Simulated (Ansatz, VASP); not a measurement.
## Al3Cu2: VASP beside Ansatz

```xyz
10
Lattice="-2.0493 -3.5495 0.0000 2.0493 -3.5495 0.0000 0.0000 -5.9156 9.9642" Properties=species:S:1:pos:R:3 pbc="T T T"
Al    0.0000   -7.0990    7.4732
Al    0.0000   -7.0990    2.4911
Al    0.0000   -4.7326    9.2244
Al    0.0000   -4.7326    4.2423
Al    0.0000   -2.3663    0.7398
Al    0.0000   -2.3663    5.7219
Cu    0.0000   -4.7326    1.7053
Cu    0.0000   -4.7326    6.6874
Cu    0.0000   -2.3663    8.2589
Cu    0.0000   -2.3663    3.2768
```

Alike in both runs: task single point; functional PBEsol; k mesh 13 × 13 × 5; occupations gaussian, width 0.15 eV; no spin polarisation.

|  | VASP | Ansatz |
| --- | --- | --- |
| version | VASP 6.6.1 | Ansatz 0.2.0 |
| potentials or method | VASP PAW PBE potentials, release 64 (Al, Cu), cutoff 520 eV | scalar-relativistic, plane waves, PAW |
| valence electrons in the cell | 62 | 94 |

Ansatz gave:

* gap on the k mesh at the Fermi level (eV): none
* pressure (GPa): 1.1
* traceless stress, the component that is largest in VASP (GPa): -2.72
* rms of the force components (eV/Å): 0.153

Question: What did VASP give for the same quantities?

Answer: gap on the k mesh at the Fermi level (eV): none; pressure (GPa): 1.4; traceless stress, the component that is largest in VASP (GPa): -2.68; rms of the force components (eV/Å): 0.151.

VASP's potentials were made for PBE, not for PBEsol. Atom by atom the forces differ by 0.005 eV/Å (rms over components). A gap of «none» marks a metal or a gap that the smearing closes. VASP's potentials hold 62 valence electrons a cell and Ansatz's 94, so a difference there can come from the potentials and not from the codes.
